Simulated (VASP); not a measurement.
# CdSe (Fm-3m) in VASP: a series of runs, part 2 of 2

VASP 6.6.1.

**4. Single point, PBEsol**

This run uses another cell than the first one, of 24.69 Å³/atom, 1.061 times its volume.

Input file INCAR:

```
SYSTEM = CdSe
PREC     = Accurate       ! precision mode
ENCUT    = 500            ! plane-wave cutoff, eV
EDIFF    = 1E-6           ! SCF threshold, eV
ISMEAR   = -1             ! smearing method
SIGMA    = 0.05           ! smearing width, eV
LREAL    = .False.        ! projectors in reciprocal space
LASPH    = .True.         ! aspherical terms in the spheres
NELM     = 120            ! most SCF steps
ALGO     = Normal         ! electronic algorithm
ISIF     = 2              ! what is computed and relaxed
LWAVE    = .False.        ! write WAVECAR
LCHARG   = .False.        ! write CHGCAR
GGA      = PS             ! functional
NBANDS   = 16             ! bands
GGA_COMPAT= .False.
```

Input file KPOINTS:

```
regular mesh
0
Gamma
  6 6 6
  0 0 0
```

Input file POSCAR:

```
CdSe
1.0
    0.0000000000      2.9117775739      2.9117775739
    2.9117775739      0.0000000000      2.9117775739
    2.9117775739      2.9117775739      0.0000000000
Cd Se
1 1
Direct
    0.0000000000      0.0000000000      0.0000000000
    0.5000000000      0.5000000000      0.5000000000
```

Potentials or basis: VASP PAW PBE potentials, release 64 (Cd, Se).

Run with:

```sh
> cat potpaw_PBE.64/Cd/POTCAR potpaw_PBE.64/Se/POTCAR > POTCAR
> mpirun -np 1 vasp_std > vasp.out
```

OUTCAR:

```text
SYSTEM = CdSe
   PREC = Accurate
   ENCUT = 500
   EDIFF = 1E-6
   ISMEAR = -1
   LREAL = .False.
   LASPH = .True.
   NELM = 120
   ISIF = 2
   GGA = PS

 ion  position               nearest neighbor table
   1  0.000  0.000  0.000-   2 2.91   2 2.91   2 2.91   2 2.91   2 2.91   2 2.91
   2  0.500  0.500  0.500-   1 2.91   1 2.91   1 2.91   1 2.91   1 2.91   1 2.91

  LATTYP: Found a face centered cubic cell.
 ALAT       =     5.8235551478

  Lattice vectors:

 A1 = (   0.0000000000,   2.9117775739,   2.9117775739)
 A2 = (   2.9117775739,   0.0000000000,   2.9117775739)
 A3 = (   2.9117775739,   2.9117775739,   0.0000000000)

Analysis of symmetry for initial positions (statically):
=====================================================================
 Subroutine PRICEL returns:
 Original cell was already a primitive cell.

 Routine SETGRP: Setting up the symmetry group for a
 face centered cubic supercell.

 Subroutine GETGRP returns: Found 48 space group operations
 (whereof 48 operations were pure point group operations)
 out of a pool of 48 trial point group operations.

The static configuration has the point symmetry O_h .

Analysis of symmetry for dynamics (positions and initial velocities):
=====================================================================
 Subroutine PRICEL returns:
 Original cell was already a primitive cell.

 Routine SETGRP: Setting up the symmetry group for a
 face centered cubic supercell.

 Subroutine GETGRP returns: Found 48 space group operations
 (whereof 48 operations were pure point group operations)
 out of a pool of 48 trial point group operations.

The dynamic configuration has the point symmetry O_h .

 Subroutine INISYM returns: Found 48 space group operations
 (whereof 48 operations are pure point group operations),
 and found     1 'primitive' translations

----------------------------------------------------------------------------------------

                                     Primitive cell

  volume of cell :      49.3747

  direct lattice vectors                    reciprocal lattice vectors
     0.000000000  2.911777574  2.911777574    -0.171716413  0.171716413  0.171716413
     2.911777574  0.000000000  2.911777574     0.171716413 -0.171716413  0.171716413
     2.911777574  2.911777574  0.000000000     0.171716413  0.171716413 -0.171716413

  length of vectors
     4.117875336  4.117875336  4.117875336     0.297421552  0.297421552  0.297421552

  position of ions in fractional coordinates (direct lattice)
     0.000000000  0.000000000  0.000000000
     0.500000000  0.500000000  0.500000000

  ion indices of the primitive-cell ions
   primitive index   ion index
                 1           1
                 2           2

----------------------------------------------------------------------------------------

 KPOINTS: regular mesh

Automatic generation of k-mesh.
 Grid dimensions read from file:
 generate k-points for:    6    6    6

 Generating k-lattice:

  Cartesian coordinates                     Fractional coordinates (reciprocal lattice)
    -0.028619402  0.028619402  0.028619402     0.166666667  0.000000000  0.000000000
     0.028619402 -0.028619402  0.028619402     0.000000000  0.166666667  0.000000000
     0.028619402  0.028619402 -0.028619402     0.000000000  0.000000000  0.166666667

  Length of vectors
     0.049570259  0.049570259  0.049570259

  Shift w.r.t. Gamma in fractional coordinates (k-lattice)
     0.000000000  0.000000000  0.000000000

 Subroutine IBZKPT returns following result:
 ===========================================

 Found     16 irreducible k-points:

 Following reciprocal coordinates:
            Coordinates               Weight
  0.000000  0.000000  0.000000      1.000000
  0.166667  0.000000  0.000000      8.000000
  0.333333  0.000000  0.000000      8.000000
  0.500000  0.000000  0.000000      4.000000
  0.166667  0.166667  0.000000      6.000000
  0.333333  0.166667  0.000000     24.000000
[... 8 lines left out ...]
 -0.333333  0.333333  0.166667     24.000000
 -0.333333  0.500000  0.166667     12.000000
   k-points           NKPTS =     16   k-points in BZ     NKDIM =     16   number of bands    NBANDS=     16
   number of dos      NEDOS =    301   number of ions     NIONS =      2
   total plane-waves  NPLWV =  27000
   dimension x,y,z NGX =    30 NGY =   30 NGZ =   30
   dimension x,y,z NGXF=    60 NGYF=   60 NGZF=   60
   ions per type =               1   1
   NGX,Y,Z   is equivalent  to a cutoff of  12.11, 12.11, 12.11 a.u.
   NGXF,Y,Z  is equivalent  to a cutoff of  24.22, 24.22, 24.22 a.u.
 SYSTEM =  CdSe
   PREC   = accura    normal or accurate (medium, high low for compatibility)
   ISTART =      0    job   : 0-new  1-cont  2-samecut
   ICHARG =      2    charge: 1-file 2-atom 10-const
   ISPIN  =      1    spin polarized calculation?
   LNONCOLLINEAR =      F non collinear calculations
   LSORBIT =      F    spin-orbit coupling
   LASPH  =      T    aspherical Exc in radial PAW
   ENCUT  =  500.0 eV  36.75 Ry    6.06 a.u.   7.51  7.51  7.51*2*pi/ulx,y,z
   NELM   =    120;   NELMIN=  2; NELMDL= -5     # of ELM steps
   EDIFF  = 0.1E-05   stopping-criterion for ELM
   LREAL  =      F    real-space projection
   EDIFFG = 0.1E-04   stopping-criterion for IOM
   NSW    =      0    number of steps for IOM
   IBRION =     -1    ionic relax: 0-MD 1-quasi-New 2-CG
   NFREE  =      0    steps in history (QN), initial steepest desc. (CG)
   ISIF   =      2    stress and relaxation
   ISYM   =      2    0-nonsym 1-usesym 2-fastsym
   POTIM  = 0.5000    time-step for ionic-motion
   TEBEG  =    0.0;   TEEND  =   0.0 temperature during run
   PSTRESS=    0.0 pullay stress
   NELECT =      18.0000    total number of electrons
   NUPDOWN=      -1.0000    fix difference up-down
   EMIN   =  10.00;   EMAX   =-10.00  energy-range for DOS
   EFERMI =   0.00;   METHOD = LEGACY
   ISMEAR =    -1;   SIGMA  =   0.05  broadening in eV -4-tet -1-fermi 0-gaus
   EFERMI_NEDOS =   21; number of points for ismear=-14 and -15
   IALGO  =     38    algorithm
   IMIX   =      4    mixing-type and parameters
     AMIX     =   0.40;   BMIX     =  1.00
     AMIX_MAG =   1.60;   BMIX_MAG =  1.00
  volume/ion in A,a.u.               =      24.69       166.60
  Fermi-wavevector in a.u.,A,eV,Ry     =   1.169493  2.210021 18.608864  1.367713
  Thomas-Fermi vector in A             =   2.305965
   LORBIT       =      0    0 simple, 1 ext, 2 COOP (PROOUT), +10 PAW based schemes
   GGA     = PS    functional components
   LHFCALC =     F    Hartree Fock is set to
   AEXX    =    0.0000 exact exchange contribution
   IVDW    =     0    specifies the selected vdW correction
   LEPSILON=     F    determine dielectric tensor
   LRPA    =     F    only Hartree local field effects (RPA)
 non-spin polarized calculation
  energy-cutoff  :      500.00
  volume of cell :       49.37
 maximum number of plane-waves:      1272
   NGX = 15   NGY = 15   NGZ = 15

 number of electron      18.0000005 magnetization

 Free energy of the ion-electron system (eV)
  ---------------------------------------------------
  ext. energy  EPLUGINS =         0.00000000
  ---------------------------------------------------
  free energy    TOTEN  =        -5.90735169 eV

  energy without entropy =       -5.90160914  energy(sigma->0) =       -5.90448042

 E-fermi :   1.8316     XC(G=0): -10.0033

 val. band max:        1.7567505962   @ k =  -0.1667   0.1667   0.0000
 cond. band min:       2.6577293155   @ k =   0.5000   0.3333   0.0000
 fundamental gap:      0.9009787193
 Fermi energy:         1.8315853542

 k-point     1 :       0.0000    0.0000    0.0000
  band No.  band energies     occupation
      1     -10.8968      2.00000
      2      -6.0034      2.00000
      3      -6.0034      2.00000
      4      -5.9865      2.00000
      5      -5.9865      2.00000
      6      -5.9865      2.00000
[... 8 lines left out ...]
     15      11.2561      0.00000
     16      11.2561      0.00000
[... 267 lines left out ...]
 k-point    16 :      -0.3333    0.5000    0.1667
  band No.  band energies     occupation
      1     -10.1040      2.00000
      2      -6.0431      2.00000
      3      -6.0337      2.00000
      4      -5.9047      2.00000
      5      -5.8167      2.00000
      6      -5.5024      2.00000
[... 8 lines left out ...]
     15      14.4646      0.00000
     16      16.5031      0.00000

------------------------ aborting loop because EDIFF is reached ----------------------------------------

  FORCE on cell =-STRESS in cart. coord.  units (eV):
  Direction    XX          YY          ZZ          XY          YZ          ZX
  --------------------------------------------------------------------------------------
  -------------------------------------------------------------------------------------
  Total       -1.6321108     -1.6321108     -1.6321108      0.0000000      0.0000000      0.0000000
  in kB      -52.9609337    -52.9609337    -52.9609337      0.0000000      0.0000000      0.0000000
  external PRESSURE =     -52.9609337 kB  Pullay stress =       0.0000000 kB

 VOLUME and BASIS-vectors are now :
 -----------------------------------------------------------------------------
  energy-cutoff  :      500.00
  volume of cell :       49.37
      direct lattice vectors                 reciprocal lattice vectors
     0.000000000  2.911777574  2.911777574    -0.171716413  0.171716413  0.171716413
     2.911777574  0.000000000  2.911777574     0.171716413 -0.171716413  0.171716413
     2.911777574  2.911777574  0.000000000     0.171716413  0.171716413 -0.171716413

 POSITION                                       TOTAL-FORCE (eV/Angst)
 -----------------------------------------------------------------------------------
      0.00000      0.00000      0.00000        -0.000000      0.000000     -0.000000
      2.91178      2.91178      2.91178         0.000000     -0.000000      0.000000
 -----------------------------------------------------------------------------------
    total drift:                               -0.000000      0.000000      0.000000

  FREE ENERGIE OF THE ION-ELECTRON SYSTEM (eV)
  ---------------------------------------------------
  free  energy   TOTEN  =        -5.9073516934 eV

  energy  without entropy=       -5.9016091370  energy(sigma->0) =       -5.90448042
```

Wall time 11 s (1 thread of Intel Xeon Platinum 8259CL at 2.50GHz (Skylake/Cascade Lake), shared host); peak memory 0.17 GiB.

Results:

```yaml
Free_energy: -5.9074 eV
Pressure: -5.3 GPa
Band_gap_on_the_k_mesh: zero (band 9 reaches 1.76 eV, above the bottom of band 10 at 1.27 eV)
```

Levels at points of the mesh, in eV from the Fermi level:
```tsv
k point	band 7	band 8	band 9	band 10	band 11	band 12
(0.00, 0.00, 0.00)	-0.60	-0.60	-0.60	-0.21	8.51	8.51
(0.50, 0.00, 0.00)	-4.82	-0.09	-0.09	2.87	5.15	5.15
(0.50, 0.50, 0.00)	-3.93	-1.97	-1.97	-0.57	5.37	9.28
```

Caveat: the PAW data sets were made with another functional, which shifts forces and pressure a little.

**5. Single point, PBEsol**

This run uses another cell than the first one, of 25.40 Å³/atom, 1.092 times its volume.

Input file INCAR:

```
SYSTEM = CdSe
ALGO = Normal
EDIFF = 1E-6
ENCUT = 500
GGA = PS
GGA_COMPAT = .FALSE.
ISIF = 2
ISMEAR = -1
LASPH = .TRUE.
LCHARG = .TRUE.
LELF = .TRUE.
LREAL = .FALSE.
LVHAR = .TRUE.
LWAVE = .FALSE.
NBANDS = 16
NELM = 120
PREC = Accurate
SIGMA = 0.05
```

Input file KPOINTS:

```
k-points
0
G
  6 6 6
  0 0 0
```

Input file POSCAR:

```
CdSe
1.0
    0.0000000000      2.9395104580      2.9395104580
    2.9395104580      0.0000000000      2.9395104580
    2.9395104580      2.9395104580      0.0000000000
Cd Se
1 1
Direct
    0.0000000000      0.0000000000      0.0000000000
    0.5000000000      0.5000000000      0.5000000000
```

Potentials or basis: VASP PAW PBE potentials, release 64 (Cd, Se).

Run with:

```sh
> cat potpaw_PBE.64/Cd/POTCAR potpaw_PBE.64/Se/POTCAR > POTCAR
> mpirun -np 1 vasp_std > vasp.out
```

OUTCAR:

```text
SYSTEM = CdSe
   EDIFF = 1E-6
   ENCUT = 500
   GGA = PS
   ISIF = 2
   ISMEAR = -1
   LASPH = .TRUE.
   LREAL = .FALSE.
   NELM = 120
   PREC = Accurate

 ion  position               nearest neighbor table
   1  0.000  0.000  0.000-   2 2.94   2 2.94   2 2.94   2 2.94   2 2.94   2 2.94
   2  0.500  0.500  0.500-   1 2.94   1 2.94   1 2.94   1 2.94   1 2.94   1 2.94

  LATTYP: Found a face centered cubic cell.
 ALAT       =     5.8790209160

  Lattice vectors:

 A1 = (   0.0000000000,   2.9395104580,   2.9395104580)
 A2 = (   2.9395104580,   0.0000000000,   2.9395104580)
 A3 = (   2.9395104580,   2.9395104580,   0.0000000000)

Analysis of symmetry for initial positions (statically):
=====================================================================
 Subroutine PRICEL returns:
 Original cell was already a primitive cell.

 Routine SETGRP: Setting up the symmetry group for a
 face centered cubic supercell.

 Subroutine GETGRP returns: Found 48 space group operations
 (whereof 48 operations were pure point group operations)
 out of a pool of 48 trial point group operations.

The static configuration has the point symmetry O_h .

Analysis of symmetry for dynamics (positions and initial velocities):
=====================================================================
 Subroutine PRICEL returns:
 Original cell was already a primitive cell.

 Routine SETGRP: Setting up the symmetry group for a
 face centered cubic supercell.

 Subroutine GETGRP returns: Found 48 space group operations
 (whereof 48 operations were pure point group operations)
 out of a pool of 48 trial point group operations.

The dynamic configuration has the point symmetry O_h .

 Subroutine INISYM returns: Found 48 space group operations
 (whereof 48 operations are pure point group operations),
 and found     1 'primitive' translations

[... 102 lines left out ...]
   IALGO  =     38    algorithm
   IMIX   =      4    mixing-type and parameters
     AMIX     =   0.40;   BMIX     =  1.00
     AMIX_MAG =   1.60;   BMIX_MAG =  1.00
  volume/ion in A,a.u.               =      25.40       171.40
  Fermi-wavevector in a.u.,A,eV,Ry     =   1.158459  2.189170 18.259388  1.342027
  Thomas-Fermi vector in A             =   2.295061
   LORBIT       =      0    0 simple, 1 ext, 2 COOP (PROOUT), +10 PAW based schemes
   GGA     = PS    functional components
   LHFCALC =     F    Hartree Fock is set to
   AEXX    =    0.0000 exact exchange contribution
   IVDW    =     0    specifies the selected vdW correction
   LEPSILON=     F    determine dielectric tensor
   LRPA    =     F    only Hartree local field effects (RPA)
 non-spin polarized calculation
  energy-cutoff  :      500.00
  volume of cell :       50.80
 maximum number of plane-waves:      1308
   NGX = 15   NGY = 15   NGZ = 15

 number of electron      17.9999992 magnetization

 Free energy of the ion-electron system (eV)
  ---------------------------------------------------
  ext. energy  EPLUGINS =         0.00000000
  ---------------------------------------------------
  free energy    TOTEN  =        -5.85509927 eV

  energy without entropy =       -5.84932329  energy(sigma->0) =       -5.85221128

 E-fermi :   1.5988     XC(G=0):  -9.8705

 val. band max:        1.5252281579   @ k =  -0.1667   0.1667   0.0000
 cond. band min:       2.4086524428   @ k =   0.5000   0.3333   0.0000
 fundamental gap:      0.8834242850
 Fermi energy:         1.5988477275

 k-point     1 :       0.0000    0.0000    0.0000
  band No.  band energies     occupation
      1     -10.9766      2.00000
      2      -6.1932      2.00000
      3      -6.1932      2.00000
      4      -6.1774      2.00000
      5      -6.1774      2.00000
      6      -6.1774      2.00000
[... 281 lines left out ...]
      3      -6.2188      2.00000
      4      -6.1006      2.00000
      5      -6.0217      2.00000
      6      -5.7374      2.00000
[... 8 lines left out ...]
     15      14.0729      0.00000
     16      16.1567      0.00000

------------------------ aborting loop because EDIFF is reached ----------------------------------------

  FORCE on cell =-STRESS in cart. coord.  units (eV):
  Direction    XX          YY          ZZ          XY          YZ          ZX
  --------------------------------------------------------------------------------------
  -------------------------------------------------------------------------------------
  Total       -2.0408218     -2.0408218     -2.0408218     -0.0000000     -0.0000000     -0.0000000
  in kB      -64.3666114    -64.3666114    -64.3666114     -0.0000000     -0.0000000     -0.0000000
  external PRESSURE =     -64.3666114 kB  Pullay stress =       0.0000000 kB

 VOLUME and BASIS-vectors are now :
 -----------------------------------------------------------------------------
  energy-cutoff  :      500.00
  volume of cell :       50.80
      direct lattice vectors                 reciprocal lattice vectors
     0.000000000  2.939510458  2.939510458    -0.170096350  0.170096350  0.170096350
     2.939510458  0.000000000  2.939510458     0.170096350 -0.170096350  0.170096350
     2.939510458  2.939510458  0.000000000     0.170096350  0.170096350 -0.170096350

 POSITION                                       TOTAL-FORCE (eV/Angst)
 -----------------------------------------------------------------------------------
      0.00000      0.00000      0.00000         0.000000     -0.000000     -0.000000
      2.93951      2.93951      2.93951         0.000000      0.000000      0.000000
 -----------------------------------------------------------------------------------
    total drift:                               -0.000000      0.000000      0.000000

  FREE ENERGIE OF THE ION-ELECTRON SYSTEM (eV)
  ---------------------------------------------------
  free  energy   TOTEN  =        -5.8550992652 eV

  energy  without entropy=       -5.8493232945  energy(sigma->0) =       -5.85221128
```

OSZICAR:

```text
N       E                     dE             d eps       ncg     rms          rms(c)
DAV:   1     0.101267912400E+03    0.10127E+03   -0.86724E+03   528   0.989E+02
DAV:   2    -0.267229953428E+01   -0.10394E+03   -0.98729E+02   616   0.245E+02
DAV:   3    -0.628138079782E+01   -0.36091E+01   -0.36018E+01   600   0.470E+01
DAV:   4    -0.629294966295E+01   -0.11569E-01   -0.11568E-01   664   0.260E+00
DAV:   5    -0.629300129993E+01   -0.51637E-04   -0.51637E-04   592   0.154E-01    0.434E+00
DAV:   6    -0.587896444448E+01    0.41404E+00   -0.66933E-01   648   0.943E+00    0.389E+00
DAV:   7    -0.585845372218E+01    0.20511E-01   -0.86545E-02   544   0.217E+00    0.195E+00
DAV:   8    -0.585518867167E+01    0.32651E-02   -0.88905E-03   576   0.107E+00    0.148E-01
DAV:   9    -0.585508300377E+01    0.10567E-03   -0.66567E-04   648   0.270E-01    0.406E-02
DAV:  10    -0.585509289047E+01   -0.98867E-05   -0.53920E-05   536   0.907E-02    0.355E-02
DAV:  11    -0.585509926042E+01   -0.63699E-05   -0.68567E-06   640   0.265E-02    0.102E-02
DAV:  12    -0.585509926520E+01   -0.47817E-08   -0.14580E-07   328   0.289E-03
   1 F= -.58550993E+01 E0= -.58522113E+01  d E =-.577597E-02
```

Run time: 13 s. Hardware: 1 thread of Intel Xeon Platinum 8259CL at 2.50GHz (Skylake/Cascade Lake), shared host; peak memory 0.17 GiB.

Results:

| Item | Value |
| --- | --- |
| Free energy | -5.8551 eV |
| Pressure | -6.4 GPa |
| Band gap on the k mesh | zero (band 9 reaches 1.53 eV, above the bottom of band 10 at 1.04 eV) |

Caveat: the PAW data sets were made with another functional, which shifts forces and pressure a little.

**6. Summary**

| cell | gap on the mesh (eV) | pressure (GPa) |
| --- | --- | --- |
| a = 4.037 Å, angles 60.0°, 2 atoms | none | -2.3 |
| a = 4.078 Å, angles 60.0°, 2 atoms | none | -3.9 |
| a = 4.118 Å, angles 60.0°, 2 atoms | none | -5.3 |
| a = 4.157 Å, angles 60.0°, 2 atoms | none | -6.4 |

Alike in all rows: task single point; level PBEsol; potentials or basis VASP PAW PBE potentials, release 64 (Cd, Se); no spin polarisation; k mesh 6 × 6 × 6; cutoff (eV) 500; smearing fermi-dirac 0.05 eV.

Caveats: the PAW data sets were made with another functional, which shifts forces and pressure a little.

Total energies depend on the potentials used, so only differences within one code and one set of settings carry meaning.
